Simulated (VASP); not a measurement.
# BP (F-43m) in VASP: notebook

Runs on BP. Level: PBEsol. Tasks: single point.

Everything below comes from runs of VASP 6.6.1. Logs are shortened: lines on timing, memory, paths and dates and some standing lists are left out, and cuts for length are marked.

### Step 1. The cell of the first run

The structure is cubic, space group F-43m (No. 216). The conventional cell has a = 4.445 Å, b = 4.445 Å, c = 4.445 Å, α = 90.00°, β = 90.00°, γ = 90.00°. B (site symmetry -43m) has 4 P at 1.92 Å within 2.6 Å. Within 2.6 Å of P (site symmetry -43m) lie 4 B at 1.92 Å.

### Step 2. Single point, PBEsol

Input file INCAR:

```
ALGO     = Normal         # electronic algorithm
EDIFF    = 1E-6           # SCF threshold, eV
ENCUT    = 520            # plane-wave cutoff, eV
GGA      = PS             # functional
ISIF     = 2              # what is computed and relaxed
ISMEAR   = 0              # smearing method
LASPH    = T              # aspherical terms in the spheres
LCHARG   = F              # write CHGCAR
LREAL    = F              # projectors in reciprocal space
LWAVE    = F              # write WAVECAR
NBANDS   = 11             # bands
NELM     = 80             # most SCF steps
PREC     = Accurate       # precision mode
SIGMA    = 0.01           # smearing width, eV
```

Input file KPOINTS:

```
k-points
0
Gamma
  6 6 6
```

Input file POSCAR:

```
BP
1.0
    0.0000000000      2.2226808807      2.2226808807
    2.2226808807      0.0000000000      2.2226808807
    2.2226808807      2.2226808807      0.0000000000
B P
1 1
Direct
    0.0000000000      0.0000000000      0.0000000000
    0.2500000000      0.2500000000      0.2500000000
```

Potentials or basis: VASP PAW PBE potentials, release 64 (B, P).

Launch:

```sh
> cat potpaw_PBE.64/B/POTCAR potpaw_PBE.64/P/POTCAR > POTCAR
> mpirun -np 1 vasp_std > vasp.out
```

OUTCAR:

```text
EDIFF = 1E-6
   ENCUT = 520
   GGA = PS
   ISIF = 2
   ISMEAR = 0
   LASPH = T
   LREAL = F
   NELM = 80
   PREC = Accurate

 ion  position               nearest neighbor table
   1  0.000  0.000  0.000-   2 1.92   2 1.92   2 1.92   2 1.92
   2  0.250  0.250  0.250-   1 1.92   1 1.92   1 1.92   1 1.92

  LATTYP: Found a face centered cubic cell.
 ALAT       =     4.4453617614

  Lattice vectors:

 A1 = (   0.0000000000,   2.2226808807,   2.2226808807)
 A2 = (   2.2226808807,   0.0000000000,   2.2226808807)
 A3 = (   2.2226808807,   2.2226808807,   0.0000000000)

Analysis of symmetry for initial positions (statically):
=====================================================================
 Subroutine PRICEL returns:
 Original cell was already a primitive cell.

 Routine SETGRP: Setting up the symmetry group for a
 face centered cubic supercell.

 Subroutine GETGRP returns: Found 24 space group operations
 (whereof 24 operations were pure point group operations)
 out of a pool of 48 trial point group operations.

The static configuration has the point symmetry T_d .

Analysis of symmetry for dynamics (positions and initial velocities):
=====================================================================
 Subroutine PRICEL returns:
 Original cell was already a primitive cell.

 Routine SETGRP: Setting up the symmetry group for a
 face centered cubic supercell.

 Subroutine GETGRP returns: Found 24 space group operations
 (whereof 24 operations were pure point group operations)
 out of a pool of 48 trial point group operations.

The dynamic configuration has the point symmetry T_d .

 Subroutine INISYM returns: Found 24 space group operations
 (whereof 24 operations are pure point group operations),
 and found     1 'primitive' translations

----------------------------------------------------------------------------------------

                                     Primitive cell

  volume of cell :      21.9615

  direct lattice vectors                    reciprocal lattice vectors
     0.000000000  2.222680881  2.222680881    -0.224953570  0.224953570  0.224953570
     2.222680881  0.000000000  2.222680881     0.224953570 -0.224953570  0.224953570
     2.222680881  2.222680881  0.000000000     0.224953570  0.224953570 -0.224953570

  length of vectors
     3.143345446  3.143345446  3.143345446     0.389631013  0.389631013  0.389631013

  position of ions in fractional coordinates (direct lattice)
     0.000000000  0.000000000  0.000000000
     0.250000000  0.250000000  0.250000000

  ion indices of the primitive-cell ions
   primitive index   ion index
                 1           1
                 2           2

----------------------------------------------------------------------------------------

 KPOINTS: k-points

Automatic generation of k-mesh.
 Grid dimensions read from file:
 generate k-points for:    6    6    6

 Generating k-lattice:

  Cartesian coordinates                     Fractional coordinates (reciprocal lattice)
    -0.037492262  0.037492262  0.037492262     0.166666667  0.000000000  0.000000000
     0.037492262 -0.037492262  0.037492262     0.000000000  0.166666667  0.000000000
     0.037492262  0.037492262 -0.037492262     0.000000000  0.000000000  0.166666667

  Length of vectors
     0.064938502  0.064938502  0.064938502

  Shift w.r.t. Gamma in fractional coordinates (k-lattice)
     0.000000000  0.000000000  0.000000000

 Subroutine IBZKPT returns following result:
 ===========================================

 Found     16 irreducible k-points:

 Following reciprocal coordinates:
            Coordinates               Weight
  0.000000  0.000000  0.000000      1.000000
  0.166667  0.000000  0.000000      8.000000
  0.333333  0.000000  0.000000      8.000000
  0.500000  0.000000  0.000000      4.000000
  0.166667  0.166667  0.000000      6.000000
  0.333333  0.166667  0.000000     24.000000
[... 8 lines left out ...]
 -0.333333  0.333333  0.166667     24.000000
 -0.333333  0.500000  0.166667     12.000000
   k-points           NKPTS =     16   k-points in BZ     NKDIM =     16   number of bands    NBANDS=     11
   number of dos      NEDOS =    301   number of ions     NIONS =      2
   total plane-waves  NPLWV =  13824
   dimension x,y,z NGX =    24 NGY =   24 NGZ =   24
   dimension x,y,z NGXF=    48 NGYF=   48 NGZF=   48
   ions per type =               1   1
   NGX,Y,Z   is equivalent  to a cutoff of  12.69, 12.69, 12.69 a.u.
   NGXF,Y,Z  is equivalent  to a cutoff of  25.39, 25.39, 25.39 a.u.
 SYSTEM =  unknown system
   PREC   = accura    normal or accurate (medium, high low for compatibility)
   ISTART =      0    job   : 0-new  1-cont  2-samecut
   ICHARG =      2    charge: 1-file 2-atom 10-const
   ISPIN  =      1    spin polarized calculation?
   LNONCOLLINEAR =      F non collinear calculations
   LSORBIT =      F    spin-orbit coupling
   LASPH  =      T    aspherical Exc in radial PAW
   ENCUT  =  520.0 eV  38.22 Ry    6.18 a.u.   5.84  5.84  5.84*2*pi/ulx,y,z
   NELM   =     80;   NELMIN=  2; NELMDL= -5     # of ELM steps
   EDIFF  = 0.1E-05   stopping-criterion for ELM
   LREAL  =      F    real-space projection
   EDIFFG = 0.1E-04   stopping-criterion for IOM
   NSW    =      0    number of steps for IOM
   IBRION =     -1    ionic relax: 0-MD 1-quasi-New 2-CG
   NFREE  =      0    steps in history (QN), initial steepest desc. (CG)
   ISIF   =      2    stress and relaxation
   ISYM   =      2    0-nonsym 1-usesym 2-fastsym
   POTIM  = 0.5000    time-step for ionic-motion
   TEBEG  =    0.0;   TEEND  =   0.0 temperature during run
   PSTRESS=    0.0 pullay stress
   NELECT =       8.0000    total number of electrons
   NUPDOWN=      -1.0000    fix difference up-down
   EMIN   =  10.00;   EMAX   =-10.00  energy-range for DOS
   EFERMI =   0.00;   METHOD = LEGACY
   ISMEAR =     0;   SIGMA  =   0.01  broadening in eV -4-tet -1-fermi 0-gaus
   EFERMI_NEDOS =   21; number of points for ismear=-14 and -15
   IALGO  =     38    algorithm
   IMIX   =      4    mixing-type and parameters
     AMIX     =   0.40;   BMIX     =  1.00
     AMIX_MAG =   1.60;   BMIX_MAG =  1.00
  volume/ion in A,a.u.               =      10.98        74.10
  Fermi-wavevector in a.u.,A,eV,Ry     =   1.169188  2.209445 18.599175  1.367001
  Thomas-Fermi vector in A             =   2.305664
   LORBIT       =      0    0 simple, 1 ext, 2 COOP (PROOUT), +10 PAW based schemes
   GGA     = PS    functional components
   LHFCALC =     F    Hartree Fock is set to
   AEXX    =    0.0000 exact exchange contribution
   IVDW    =     0    specifies the selected vdW correction
   LEPSILON=     F    determine dielectric tensor
   LRPA    =     F    only Hartree local field effects (RPA)
 non-spin polarized calculation
 Gauss-broadening in eV      SIGMA  =   0.01
  energy-cutoff  :      520.00
  volume of cell :       21.96
 maximum number of plane-waves:       609
   NGX = 11   NGY = 11   NGZ = 11

 number of electron       8.0000000 magnetization

 Free energy of the ion-electron system (eV)
  ---------------------------------------------------
  ext. energy  EPLUGINS =         0.00000000
  ---------------------------------------------------
  free energy    TOTEN  =       -13.62142702 eV

  energy without entropy =      -13.62142702  energy(sigma->0) =      -13.62142702

 E-fermi :   8.3103     XC(G=0): -11.3057

 val. band max:        8.1591579036   @ k =   0.0000   0.0000   0.0000
 cond. band min:       9.2574164871   @ k =   0.5000   0.5000   0.0000
 fundamental gap:      1.0982585835
 Fermi energy:         8.3102714048

 k-point     1 :       0.0000    0.0000    0.0000
  band No.  band energies     occupation
      1      -7.9044      2.00000
      2       8.1592      2.00000
      3       8.1592      2.00000
      4       8.1592      2.00000
      5      11.6119      0.00000
      6      11.6119      0.00000
      7      11.6119      0.00000
      8      16.4548      0.00000
      9      19.8391      0.00000
     10      20.4626      0.00000
     11      20.4626      0.00000

 k-point     2 :       0.1667    0.0000    0.0000
  band No.  band energies     occupation
      1      -7.3789      2.00000
      2       5.1939      2.00000
      3       7.4537      2.00000
      4       7.4537      2.00000
      5      12.3631      0.00000
      6      12.5656      0.00000
      7      12.5656      0.00000
      8      17.5310      0.00000
      9      19.1574      0.00000
     10      19.1574      0.00000
     11      21.1651      0.00000

 k-point     3 :       0.3333    0.0000    0.0000
  band No.  band energies     occupation
      1      -5.8713      2.00000
      2       1.0997      2.00000
      3       6.6164      2.00000
      4       6.6164      2.00000
      5      12.3536      0.00000
      6      13.0522      0.00000
      7      13.0522      0.00000
      8      18.4445      0.00000
      9      20.2232      0.00000
     10      20.2232      0.00000
     11      22.0522      0.00000

 k-point     4 :       0.5000    0.0000    0.0000
  band No.  band energies     occupation
      1      -4.3110      2.00000
      2      -1.3940      2.00000
      3       6.3179      2.00000
      4       6.3179      2.00000
      5      12.2676      0.00000
      6      12.8450      0.00000
      7      12.8450      0.00000
      8      18.2925      0.00000
      9      23.1622      0.00000
     10      23.1622      0.00000
     11      23.4235      0.00000
[... 127 lines left out ...]
 k-point    14 :       0.5000    0.3333    0.1667
  band No.  band energies     occupation
      1      -4.5684      2.00000
      2       1.4468      2.00000
      3       2.8097      2.00000
      4       4.6668      2.00000
      5      12.1364      0.00000
      6      13.6253      0.00000
      7      14.9375      0.00000
      8      18.0647      0.00000
      9      21.3211      0.00000
     10      22.1022      0.00000
     11      26.7090      0.00000

 k-point    15 :      -0.3333    0.3333    0.1667
  band No.  band energies     occupation
      1      -3.1187      2.00000
      2      -0.3319      2.00000
      3       2.3354      2.00000
      4       3.8837      2.00000
      5      12.5729      0.00000
      6      14.0245      0.00000
      7      17.0604      0.00000
      8      17.6377      0.00000
      9      18.9762      0.00000
     10      23.4625      0.00000
     11      26.4825      0.00000

 k-point    16 :      -0.3333    0.5000    0.1667
  band No.  band energies     occupation
      1      -2.4522      2.00000
      2      -0.3540      2.00000
      3       2.4719      2.00000
      4       2.5824      2.00000
      5      11.8891      0.00000
      6      12.6055      0.00000
      7      17.6301      0.00000
      8      18.3283      0.00000
      9      21.5338      0.00000
     10      24.8768      0.00000
     11      25.4233      0.00000

------------------------ aborting loop because EDIFF is reached ----------------------------------------

  FORCE on cell =-STRESS in cart. coord.  units (eV):
  Direction    XX          YY          ZZ          XY          YZ          ZX
  --------------------------------------------------------------------------------------
  -------------------------------------------------------------------------------------
  Total        1.3140333      1.3140333      1.3140333      0.0000000      0.0000000      0.0000000
  in kB       95.8640142     95.8640142     95.8640142      0.0000000      0.0000000      0.0000000
  external PRESSURE =      95.8640142 kB  Pullay stress =       0.0000000 kB

 VOLUME and BASIS-vectors are now :
 -----------------------------------------------------------------------------
  energy-cutoff  :      520.00
  volume of cell :       21.96
      direct lattice vectors                 reciprocal lattice vectors
     0.000000000  2.222680881  2.222680881    -0.224953570  0.224953570  0.224953570
     2.222680881  0.000000000  2.222680881     0.224953570 -0.224953570  0.224953570
     2.222680881  2.222680881  0.000000000     0.224953570  0.224953570 -0.224953570

 POSITION                                       TOTAL-FORCE (eV/Angst)
 -----------------------------------------------------------------------------------
      0.00000      0.00000      0.00000        -0.000000     -0.000000     -0.000000
      1.11134      1.11134      1.11134         0.000000      0.000000      0.000000
 -----------------------------------------------------------------------------------
    total drift:                                0.000000      0.000000      0.000000

  FREE ENERGIE OF THE ION-ELECTRON SYSTEM (eV)
  ---------------------------------------------------
  free  energy   TOTEN  =       -13.6214270201 eV

  energy  without entropy=      -13.6214270201  energy(sigma->0) =      -13.62142702
```

Run time: 7.6 s. Hardware: 1 thread of Intel Xeon 6975P-C, shared host; peak memory 0.1 GiB.

Results:

| Item | Value |
| --- | --- |
| Free energy | -13.6214 eV |
| Pressure | 9.6 GPa |
| Band gap on the k mesh | 1.10 eV, indirect (least direct gap 3.45 eV) |

Caveat: the PAW data sets were made with another functional, which shifts forces and pressure a little.

[end of part 1 of 2]
